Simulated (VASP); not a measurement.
# CsVS3 (Pm-3m) in VASP: single point with r2SCAN

Aim: the single point of CsVS3 with r2SCAN.

All numbers are computed with VASP 6.6.1; they aren't measurements. Logs are shortened: lines on timing, memory, paths and dates and some standing lists are left out, and cuts for length are marked.

## 1. The cell of the first run

It takes space group Pm-3m (No. 221, cubic). Conventional cell: a = 5.502 Å, b = 5.502 Å, c = 5.502 Å, α = 90.00°, β = 90.00°, γ = 90.00°. Cs (site symmetry m-3m) has 6 S at 2.75 Å within 3.6 Å. V (site symmetry m-3m) has 12 S at 3.89 Å and 8 Cs at 4.77 Å within 5.1 Å. Within 3.6 Å of S (site symmetry 4/mmm) lie 2 Cs at 2.75 Å.

## 2. Single point, r2SCAN, collinear spin, ferromagnetic start

POSCAR

```
CsVS3
1.0
    5.5024999288      0.0000000000      0.0000000000
    0.0000000000      5.5024999288      0.0000000000
    0.0000000000      0.0000000000      5.5024999288
Cs V S
1 1 3
Direct
    0.5000000000      0.5000000000      0.5000000000
    0.0000000000      0.0000000000      0.0000000000
    0.0000000000      0.5000000000      0.5000000000
    0.5000000000      0.0000000000      0.5000000000
    0.5000000000      0.5000000000      0.0000000000
```

INCAR.step1

```
  PREC = Accurate
  ENCUT = 520
  ISMEAR = 0
  SIGMA = 0.1
  LREAL = False
  LASPH = True
  NELM = 150
  ISPIN = 2
  MAGMOM = 0 3.52 0 0 0
  LMAXMIX = 4
  NBANDS = 32
  GGA = PE
  ALGO = Normal
  EDIFF = 1E-4
  LWAVE = True
  LCHARG = False
```

INCAR.step2

```
  PREC = Accurate
  ENCUT = 520
  EDIFF = 1E-6
  ISMEAR = 0
  SIGMA = 0.1
  LREAL = False
  LASPH = True
  NELM = 150
  ALGO = Normal
  ISIF = 2
  LWAVE = False
  LCHARG = False
  ISPIN = 2
  MAGMOM = 0 3.52 0 0 0
  LORBIT = 11
  LMAXMIX = 4
  METAGGA = R2SCAN
  LMIXTAU = True
  NBANDS = 32
  ISTART = 1
```

KPOINTS

```
regular mesh
0
Gamma
  4 4 4
```

Potentials or basis: VASP PAW PBE potentials, release 64 (Cs_sv, V_sv, S).

Started as:

```console
> cat potpaw_PBE.64/Cs_sv/POTCAR potpaw_PBE.64/V_sv/POTCAR potpaw_PBE.64/S/POTCAR > POTCAR
> cp INCAR.step1 INCAR
> mpirun -np 1 vasp_std > vasp.out
> cp INCAR.step2 INCAR
> mpirun -np 1 vasp_std > vasp.out
```

OUTCAR:

```text
PREC = Accurate
   ENCUT = 520
   EDIFF = 1E-6
   ISMEAR = 0
   LREAL = False
   LASPH = True
   NELM = 150
   ISIF = 2
   ISPIN = 2
   LORBIT = 11
   METAGGA = R2SCAN
   ISTART = 1

 ion  position               nearest neighbor table
   1  0.500  0.500  0.500-   3 2.75   4 2.75   5 2.75   5 2.75   4 2.75   3 2.75
   2  0.000  0.000  0.000-
   3  0.000  0.500  0.500-   1 2.75   1 2.75
   4  0.500  0.000  0.500-   1 2.75   1 2.75
   5  0.500  0.500  0.000-   1 2.75   1 2.75

  LATTYP: Found a simple cubic cell.
 ALAT       =     5.5024999288

  Lattice vectors:

 A1 = (   5.5024999288,   0.0000000000,   0.0000000000)
 A2 = (   0.0000000000,   5.5024999288,   0.0000000000)
 A3 = (   0.0000000000,   0.0000000000,   5.5024999288)

Analysis of symmetry for initial positions (statically):
=====================================================================
 Subroutine PRICEL returns:
 Original cell was already a primitive cell.

 Routine SETGRP: Setting up the symmetry group for a
 simple cubic supercell.

 Subroutine GETGRP returns: Found 48 space group operations
 (whereof 48 operations were pure point group operations)
 out of a pool of 48 trial point group operations.

The static configuration has the point symmetry O_h .

Analysis of symmetry for dynamics (positions and initial velocities):
=====================================================================
 Subroutine PRICEL returns:
 Original cell was already a primitive cell.

 Routine SETGRP: Setting up the symmetry group for a
 simple cubic supercell.

 Subroutine GETGRP returns: Found 48 space group operations
 (whereof 48 operations were pure point group operations)
 out of a pool of 48 trial point group operations.

The dynamic configuration has the point symmetry O_h .

Analysis of structural, dynamic, and magnetic symmetry:
=====================================================================
 Subroutine PRICEL returns:
 Original cell was already a primitive cell.

 Routine SETGRP: Setting up the symmetry group for a
 simple cubic supercell.

 Subroutine GETGRP returns: Found 48 space group operations
 (whereof 48 operations were pure point group operations)
 out of a pool of 48 trial point group operations.

The overall configuration has the point symmetry O_h .

 Subroutine INISYM returns: Found 48 space group operations
 (whereof 48 operations are pure point group operations),
 and found     1 'primitive' translations

----------------------------------------------------------------------------------------

                                     Primitive cell

  volume of cell :     166.6020

  direct lattice vectors                    reciprocal lattice vectors
     5.502499929  0.000000000  0.000000000     0.181735577  0.000000000  0.000000000
     0.000000000  5.502499929  0.000000000     0.000000000  0.181735577  0.000000000
     0.000000000  0.000000000  5.502499929     0.000000000  0.000000000  0.181735577

  length of vectors
     5.502499929  5.502499929  5.502499929     0.181735577  0.181735577  0.181735577

  position of ions in fractional coordinates (direct lattice)
     0.500000000  0.500000000  0.500000000
     0.000000000  0.000000000  0.000000000
     0.000000000  0.500000000  0.500000000
     0.500000000  0.000000000  0.500000000
     0.500000000  0.500000000  0.000000000

  ion indices of the primitive-cell ions
   primitive index   ion index
                 1           1
                 2           2
                 3           3
                 4           4
                 5           5

----------------------------------------------------------------------------------------

 KPOINTS: regular mesh

Automatic generation of k-mesh.
 Grid dimensions read from file:
 generate k-points for:    4    4    4

 Generating k-lattice:

  Cartesian coordinates                     Fractional coordinates (reciprocal lattice)
     0.045433894  0.000000000  0.000000000     0.250000000  0.000000000  0.000000000
     0.000000000  0.045433894  0.000000000     0.000000000  0.250000000  0.000000000
     0.000000000  0.000000000  0.045433894     0.000000000  0.000000000  0.250000000

  Length of vectors
     0.045433894  0.045433894  0.045433894

  Shift w.r.t. Gamma in fractional coordinates (k-lattice)
     0.000000000  0.000000000  0.000000000

 Subroutine IBZKPT returns following result:
 ===========================================

 Found     10 irreducible k-points:

 Following reciprocal coordinates:
            Coordinates               Weight
  0.000000  0.000000  0.000000      1.000000
  0.250000  0.000000  0.000000      6.000000
  0.500000  0.000000  0.000000      3.000000
  0.250000  0.250000  0.000000     12.000000
  0.500000  0.250000  0.000000     12.000000
  0.500000  0.500000  0.000000      3.000000
  0.250000  0.250000  0.250000      8.000000
  0.500000  0.250000  0.250000     12.000000
  0.500000  0.500000  0.250000      6.000000
  0.500000  0.500000  0.500000      1.000000
   k-points           NKPTS =     10   k-points in BZ     NKDIM =     10   number of bands    NBANDS=     32
   number of dos      NEDOS =    301   number of ions     NIONS =      5
   total plane-waves  NPLWV =  74088
   dimension x,y,z NGX =    42 NGY =   42 NGZ =   42
   dimension x,y,z NGXF=    84 NGYF=   84 NGZF=   84
   ions per type =               1   1   3
   NGX,Y,Z   is equivalent  to a cutoff of  12.69, 12.69, 12.69 a.u.
   NGXF,Y,Z  is equivalent  to a cutoff of  25.38, 25.38, 25.38 a.u.
 SYSTEM =  unknown system
   PREC   = accura    normal or accurate (medium, high low for compatibility)
   ISTART =      1    job   : 0-new  1-cont  2-samecut
   ICHARG =      0    charge: 1-file 2-atom 10-const
   ISPIN  =      2    spin polarized calculation?
   LNONCOLLINEAR =      F non collinear calculations
   LSORBIT =      F    spin-orbit coupling
   LASPH  =      T    aspherical Exc in radial PAW
   ENCUT  =  520.0 eV  38.22 Ry    6.18 a.u.  10.23 10.23 10.23*2*pi/ulx,y,z
   NELM   =    150;   NELMIN=  2; NELMDL=  0     # of ELM steps
   EDIFF  = 0.1E-05   stopping-criterion for ELM
   LREAL  =      F    real-space projection
   EDIFFG = 0.1E-04   stopping-criterion for IOM
   NSW    =      0    number of steps for IOM
   IBRION =     -1    ionic relax: 0-MD 1-quasi-New 2-CG
   NFREE  =      0    steps in history (QN), initial steepest desc. (CG)
   ISIF   =      2    stress and relaxation
   ISYM   =      2    0-nonsym 1-usesym 2-fastsym
   POTIM  = 0.5000    time-step for ionic-motion
   TEBEG  =    0.0;   TEEND  =   0.0 temperature during run
   PSTRESS=    0.0 pullay stress
   NELECT =      40.0000    total number of electrons
   NUPDOWN=      -1.0000    fix difference up-down
   EMIN   =  10.00;   EMAX   =-10.00  energy-range for DOS
   EFERMI =   0.00;   METHOD = LEGACY
   ISMEAR =     0;   SIGMA  =   0.10  broadening in eV -4-tet -1-fermi 0-gaus
   EFERMI_NEDOS =   21; number of points for ismear=-14 and -15
   IALGO  =     38    algorithm
   IMIX   =      4    mixing-type and parameters
     AMIX     =   0.40;   BMIX     =  1.00
     AMIX_MAG =   1.60;   BMIX_MAG =  1.00
  volume/ion in A,a.u.               =      33.32       224.86
  Fermi-wavevector in a.u.,A,eV,Ry     =   1.017501  1.922798 14.086220  1.035308
  Thomas-Fermi vector in A             =   2.150905
   LORBIT       =     11    0 simple, 1 ext, 2 COOP (PROOUT), +10 PAW based schemes
   METAGGA = R2SCAN    functional components
   LHFCALC =     F    Hartree Fock is set to
   AEXX    =    0.0000 exact exchange contribution
   IVDW    =     0    specifies the selected vdW correction
   LEPSILON=     F    determine dielectric tensor
   LRPA    =     F    only Hartree local field effects (RPA)
 spin polarized calculation
 Gauss-broadening in eV      SIGMA  =   0.10
  energy-cutoff  :      520.00
  volume of cell :      166.60
 maximum number of plane-waves:      4524
 NGX is ok and might be reduce to    42
   NGX = 21   NGY = 21   NGZ = 21

 number of electron      40.0000020 magnetization      -1.5017081

 Free energy of the ion-electron system (eV)
  ---------------------------------------------------
  ext. energy  EPLUGINS =         0.00000000
  ---------------------------------------------------
  free energy    TOTEN  =       -55.71840759 eV

  energy without entropy =      -55.66310800  energy(sigma->0) =      -55.69075779

 E-fermi :   0.9317     XC(G=0):  -8.4027

 val. band max:        0.9207714719   @ k =   0.2500   0.2500   0.0000
 cond. band min:       0.9440965379   @ k =   0.2500   0.2500   0.2500
 fundamental gap:      0.0233250660
 Fermi energy:         0.9316978129

 spin component 1

 k-point     1 :       0.0000    0.0000    0.0000
  band No.  band energies     occupation
      1     -62.6867      1.00000
      2     -35.4856      1.00000
      3     -35.4856      1.00000
      4     -35.4856      1.00000
      5     -20.7368      1.00000
      6     -11.1952      1.00000
[... 339 lines left out ...]
     31       9.0025      0.00000
     32       9.0025      0.00000
 Fermi energy:         0.9316978129

 spin component 2

 k-point     1 :       0.0000    0.0000    0.0000
  band No.  band energies     occupation
      1     -66.6857      1.00000
      2     -39.5002      1.00000
      3     -39.5002      1.00000
      4     -39.5002      1.00000
      5     -20.5242      1.00000
      6     -10.2975      1.00000
[... 339 lines left out ...]
     31       8.8971      0.00000
     32       8.8971      0.00000

------------------------ aborting loop because EDIFF is reached ----------------------------------------

  FORCE on cell =-STRESS in cart. coord.  units (eV):
  Direction    XX          YY          ZZ          XY          YZ          ZX
  --------------------------------------------------------------------------------------
  -------------------------------------------------------------------------------------
  Total        0.0410519      0.0410519      0.0410519     -0.0000000      0.0000000     -0.0000000
  in kB        0.3947878      0.3947878      0.3947878     -0.0000000      0.0000000     -0.0000000
  external PRESSURE =       0.3947878 kB  Pullay stress =       0.0000000 kB

 VOLUME and BASIS-vectors are now :
 -----------------------------------------------------------------------------
  energy-cutoff  :      520.00
  volume of cell :      166.60
      direct lattice vectors                 reciprocal lattice vectors
     5.502499929  0.000000000  0.000000000     0.181735577  0.000000000  0.000000000
     0.000000000  5.502499929  0.000000000     0.000000000  0.181735577  0.000000000
     0.000000000  0.000000000  5.502499929     0.000000000  0.000000000  0.181735577

 POSITION                                       TOTAL-FORCE (eV/Angst)
 -----------------------------------------------------------------------------------
      2.75125      2.75125      2.75125         0.000000      0.000000      0.000000
      0.00000      0.00000      0.00000         0.000000      0.000000      0.000000
      0.00000      2.75125      2.75125         0.000000      0.000000      0.000000
      2.75125      0.00000      2.75125         0.000000      0.000000      0.000000
      2.75125      2.75125      0.00000         0.000000      0.000000      0.000000
 -----------------------------------------------------------------------------------
    total drift:                                0.000000     -0.000000      0.000000

  FREE ENERGIE OF THE ION-ELECTRON SYSTEM (eV)
  ---------------------------------------------------
  free  energy   TOTEN  =       -55.7184075870 eV

  energy  without entropy=      -55.6631079951  energy(sigma->0) =      -55.69075779

 total charge

# of ion       s       p       d       tot
------------------------------------------
    1        1.891   4.472   0.284   6.647
    2        2.048   5.981   3.111  11.140
    3        1.374   2.251   0.000   3.625
    4        1.374   2.251   0.000   3.625
    5        1.374   2.251   0.000   3.625
--------------------------------------------------
tot          8.061  17.207   3.395  28.663

 magnetization (x)

# of ion       s       p       d       tot
------------------------------------------
    1        0.017   0.133   0.020   0.170
    2       -0.033  -0.006  -3.081  -3.119
    3        0.015   0.415   0.000   0.430
    4        0.015   0.415   0.000   0.430
    5        0.015   0.415   0.000   0.430
--------------------------------------------------
tot          0.030   1.372  -3.060  -1.659
```

It took 24 min on 1 thread of Intel Xeon 6975P-C, shared host; peak memory 0.42 GiB.

What came out:

* Free energy: -55.7184 eV
* Pressure: 0.0 GPa
* Net moment: -1.50 μB per cell
* Site moments: Cs +0.17; V -3.12; S +0.43 μB
* Valence electrons inside the program's atomic spheres: Cs 6.65; V 11.14; S 3.62

Caveat: the PAW data sets were made with another functional, which shifts forces and pressure a little; spin-orbit coupling is left out, which moves the levels of the heavy elements. With open d or f shells a metallic result of r2SCAN can be an artefact of self-interaction; +U or a hybrid may open a gap.
